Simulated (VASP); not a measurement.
A run of VASP 6.6.1 is set up as follows.

The input INCAR:

```
SYSTEM = CdF2
  PREC = Accurate
  ENCUT = 520
  EDIFF = 1E-6
  ISMEAR = 0
  SIGMA = 0.05
  LREAL = .FALSE.
  LASPH = .TRUE.
  NELM = 80
  ALGO = Normal
  ISIF = 2
  LWAVE = .FALSE.
  LCHARG = .FALSE.
  GGA = PE
  NBANDS = 20
```

File KPOINTS:

```
regular mesh
0
G
  8 8 8
  0 0 0
```

File POSCAR:

```
CdF2
1.0
    0.0000000000      2.9309719455      2.7785614043
    2.9309719455      0.0000000000      2.7785614043
    2.9309719455      2.9309719455      0.0000000000
Cd F
1 2
Direct
    0.0000000000      0.0000000000      0.0000000000
    0.2500000000      0.2500000000      0.2500000000
    0.7500000000      0.7500000000      0.7500000000
```

Potentials or basis: VASP PAW PBE potentials, release 64 (Cd, F).

The run is started by

```console
$ cat potpaw_PBE.64/Cd/POTCAR potpaw_PBE.64/F/POTCAR > POTCAR
$ mpirun -np 1 vasp_std > vasp.out
```

Task: What does it give for the pressure?

Result: -9.5 GPa.

Task: Predict the band gap on the k mesh.

Result: 2.26 eV, indirect (least direct gap 2.68 eV).

Stress tensor (GPa, compression positive):
```
-11.14   0.00   0.00
  0.00 -11.14   0.00
  0.00   0.00  -6.26
```

 A k mesh can miss the band edges.
